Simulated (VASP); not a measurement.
Runs of VASP 6.6.1 on Ir. The structure is that of space group P6_3/mmc (No. 194), or close to it. The cells are those of the table. This isn't the form of Ir at room conditions, which is fcc.

| task | level | cell | gap on the mesh (eV) | pressure (GPa) |
| --- | --- | --- | --- | --- |
| single point | PBEsol | a = 2.721, b = 2.721, c = 4.410 Å, angles 90.0, 90.0, 120.0°, 2 atoms | none | 0.9 |
| relaxation of cell and atoms | PBEsol | relaxed to 15 GPa from a = 2.703, b = 2.703, c = 4.382 Å, angles 90.0, 90.0, 120.0°, 2 atoms | none | 15.0 |
| single point | PBEsol | a = 2.703, b = 2.703, c = 4.382 Å, angles 90.0, 90.0, 120.0°, 2 atoms | none | 9.1 |
| single point | PBEsol | a = 2.688, b = 2.688, c = 4.360 Å, angles 90.0, 90.0, 120.0°, 2 atoms | none | 16.3 |
| single point | PBEsol+D4 | a = 2.740, b = 2.740, c = 4.438 Å, angles 90.0, 90.0, 120.0°, 2 atoms | none | (a) |

Alike in all rows: potentials or basis VASP PAW PBE potentials, release 64 (Ir); no spin polarisation; k mesh 18 × 18 × 10; cutoff (eV) 500; smearing fermi-dirac 0.15 eV.

Estimate the missing entries.

(a) -11.5.

Caveats: the PAW data sets were made with another functional, which shifts forces and pressure a little; spin-orbit coupling is left out, which moves the levels of the heavy elements; the cell stands under pressure (at least some runs); the cell is relaxed towards a set pressure, so the run minimises the enthalpy, not the energy (at least some runs); the cell stands under tension (at least some runs).

A k mesh can miss the band edges, and the runs leave out spin-orbit coupling on Ir.

A gap of «none» marks levels without a gap at the run's occupations.
